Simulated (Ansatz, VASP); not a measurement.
**BaS: VASP beside Ansatz**

File INCAR:

```
ALGO = Normal
EDIFF = 1E-7
ENCUT = 520
GGA = PE
ISIF = 2
ISMEAR = -1
LASPH = True
LCHARG = False
LREAL = False
LWAVE = False
NBANDS = 15
NELM = 60
PREC = Accurate
SIGMA = 0.02
```

Contents of KPOINTS:

```
k-points
0
Gamma
  8 8 8
```

Contents of POSCAR:

```
BaS
1.0
    0.0820874479      3.2296474043      3.2296474043
    3.2296474043      0.0820874479      3.2296474043
    3.2296474043      3.2296474043      0.0820874479
Ba S
1 1
Direct
    0.0000000000      0.0000000000      0.0000000000
    0.5000000000      0.5000000000      0.5000000000
```

Input for Ansatz:

```yaml
crystal:
  lattice:
    - [0.0820874479, 3.2296474043, 3.2296474043]
    - [3.2296474043, 0.0820874479, 3.2296474043]
    - [3.2296474043, 3.2296474043, 0.0820874479]
  atoms:
    - { symbol: Ba, position: [0.0, 0.0, 0.0] }
    - { symbol: S, position: [0.5, 0.5, 0.5] }
kpoints:
  mp_grid: { grid: [8, 8, 8] }
  band_path:
    path:
      - [0.0, 0.0, 0.0]
      - [0.5, 0.0, 0.5]
      - [0.625, 0.25, 0.625]
      - [0.375, 0.375, 0.75]
      - [0.5, 0.5, 0.5]
      - [0.5, 0.25, 0.75]
      - [0.0, 0.5, 0.5]
    npoints: 1
hamiltonian:
  xc: pbe
scf:
  occupations: { method: fermi_dirac, width: 0.02 }
  n_extra_bands: 4
output:
  forces: true
  stress: true
  eigenvalues: true
```

Change from the starting cell: epitaxial_111 strain -2.0%.

Alike in both runs: task single point; functional PBE; k mesh 8 × 8 × 8; occupations fermi-dirac, width 0.02 eV; no spin polarisation.

|  | VASP | Ansatz |
| --- | --- | --- |
| version | VASP 6.6.1 | Ansatz 0.2.0 |
| potentials or method | VASP PAW PBE potentials, release 64 (Ba_sv, S) | plane waves, PAW |
| plane-wave cutoff (eV) | 520 | 420 |
| valence electrons in the cell | 16 | 16 |

|  | VASP | Ansatz | Ansatz less VASP |
| --- | --- | --- | --- |
| gap on the k mesh at the Fermi level (eV) | 2.06 | 2.16 | +0.100 |
| pressure (GPa) | 1.6 | 1.0 | -0.60 |
| traceless stress, the component that is largest in VASP (GPa) | -0.50 | -0.50 | 0.000 |

Spin-orbit coupling is off throughout.
